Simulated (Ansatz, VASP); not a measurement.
# TiO2: VASP beside Ansatz

```
Ti O
1.0
     2.70603   -2.70666    0.00000
     2.70603    2.70666    0.00000
    -2.63353    0.00000    4.79664
Ti O
2 4
Direct
  0.86589 0.13411 0.75000
  0.13411 0.86589 0.25000
  0.08876 0.33122 0.16715
  0.91124 0.66878 0.83285
  0.66878 0.91124 0.33285
  0.33122 0.08876 0.66715
```

Alike in both runs: functional PBE; k mesh 8 × 8 × 6; occupations fermi-dirac, width 0.05 eV; no spin polarisation; Hubbard terms Ti d U = 8.0 eV.

|  | VASP | Ansatz |
| --- | --- | --- |
| version | VASP 6.6.1 | Ansatz 0.2.0 |
| potentials or method | VASP PAW PBE potentials, release 64 (Ti_sv, O) | Ansatz PAW |
| plane-wave cutoff (eV) | 520 | 420 |
| valence electrons in the cell | 48 | 48 |
| task | single point | band structure |

|  | VASP | Ansatz | Ansatz less VASP |
| --- | --- | --- | --- |
| gap on the k mesh at the Fermi level (eV) | 3.27 | 3.27 | -0.003 |
| least direct gap on the mesh (eV) | 3.66 | 3.66 | -0.001 |
| pressure (GPa) | 12.8 | 5.3 | -7.49 |
| traceless stress, the component that is largest in VASP (GPa) | -1.42 | -0.49 | +0.930 |
| rms of the force components (eV/Å) | 0.188 | 0.129 | -0.0592 |

The programs project onto different local orbitals, so the same U acts differently, and such runs can settle in different states. Atom by atom the forces differ by 0.170 eV/Å (rms over components).
